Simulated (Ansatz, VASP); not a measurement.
## AgRu2Au2 in VASP and in Ansatz

```
CELL_PARAMETERS angstrom
4.81493 0.00000 0.00000
-2.40746 4.16985 0.00000
0.00000 0.00000 20.00000
ATOMIC_POSITIONS crystal
Ag 0.00000 0.00000 0.49700
Ru 0.33333 0.66667 0.62505
Ru 0.66667 0.33333 0.62505
Au 0.33333 0.66667 0.37495
Au 0.66667 0.33333 0.37495
```

Alike in both runs: task single point; functional PBE; k mesh 6 × 6 × 1; occupations gaussian, width 0.1 eV; no spin polarisation.

|  | VASP | Ansatz |
| --- | --- | --- |
| version | VASP 6.6.1 | Ansatz 0.2.0 |
| potentials or method | VASP PAW PBE potentials, release 64 (Ag, Ru_pv, Au), cutoff 520 eV | scalar-relativistic, plane waves, PAW |
| valence electrons in the cell | 61 | 89 |

Ansatz gave:

- gap on the k mesh at the Fermi level (eV): none
- rms of the force components (eV/Å): 0.271

Q: Estimate VASP's values.

A: gap on the k mesh at the Fermi level (eV): none; rms of the force components (eV/Å): 0.270.

Atom by atom the forces differ by 0.001 eV/Å (rms over components). A gap of «none» marks a metal or a gap that the smearing closes. With one functional, cell and mesh, what is left measures potentials, basis and numerics. VASP's potentials hold 61 valence electrons a cell and Ansatz's 89, so a difference there can come from the potentials and not from the codes. Ansatz's warnings: slab cell height set.

Spin-orbit coupling is off throughout.
